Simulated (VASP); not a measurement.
Crystal: NbTeS4.

```
Nb Te S
1.0
     4.11146   -4.12555    0.00000
     4.11146    4.12555    0.00000
     0.00000    0.00000    3.80635
Nb Te S
1 1 4
Direct
  0.50000 0.50000 0.50000
  0.00000 0.00000 0.00000
  0.20337 0.20337 0.50000
  0.79663 0.79663 0.50000
  0.68597 0.31403 0.00000
  0.31403 0.68597 0.00000
```

The cell was built from a structure type or drawn by symmetry, and may not be a known phase.

* Program: VASP 6.6.1
* Task: relaxation of cell and atoms
* Functional: PBE
* Potentials or basis: VASP PAW PBE potentials, release 64 (Nb_sv, Te, S)
* Cutoff: 600 eV
* k mesh: 4 × 4 × 4
* Occupations: gaussian, width 0.1 eV
* Spin: no spin polarisation

At the start: pressure 7.3 GPa; volume 21.52 Å³/atom.

Q: Where does the relaxation end?

A: Over 10 steps the energy falls by 57.2 meV/atom and the volume is 23.51 Å³/atom (+9.2 %); space group Cmmm (No. 65, to 0.1 Å) before and after.

The path:
| step | energy change (eV) | largest force (eV/Å) | pressure (GPa) | volume (Å³) |
| --- | --- | --- | --- | --- |
| 1 | 0.0000 | 1.1250 | 7.29 | 129.13 |
| 2 | -0.1483 | 0.6525 | -4.59 | 148.30 |
| 3 | -0.2660 | 0.5597 | -0.57 | 140.10 |
| 4 | -0.3142 | 0.1778 | -0.09 | 140.18 |
| 5 | -0.3223 | 0.1430 | 0.25 | 140.21 |
| 6 | -0.3326 | 0.1419 | -0.13 | 140.99 |
| 7 | -0.3355 | 0.1413 | -0.50 | 141.78 |
| 8 | -0.3413 | 0.1344 | 0.03 | 140.92 |
| 9 | -0.3415 | 0.1329 | 0.16 | 140.72 |
| 10 | -0.3430 | 0.0058 | -0.14 | 141.04 |

Final structure:
```
CELL_PARAMETERS angstrom
4.31073 -4.35798 0.00000
4.31073 4.35798 0.00000
0.00000 0.00000 3.75392
ATOMIC_POSITIONS crystal
Nb 0.50000 0.50000 0.50000
Te 0.00000 0.00000 0.00000
S 0.21439 0.21439 0.50000
S 0.78561 0.78561 0.50000
S 0.68507 0.31493 0.00000
S 0.31493 0.68507 0.00000
```

Caveat: the k points lie up to 0.42 Å⁻¹ apart in the final cell, too coarse for converged energies and pressures of a metal.
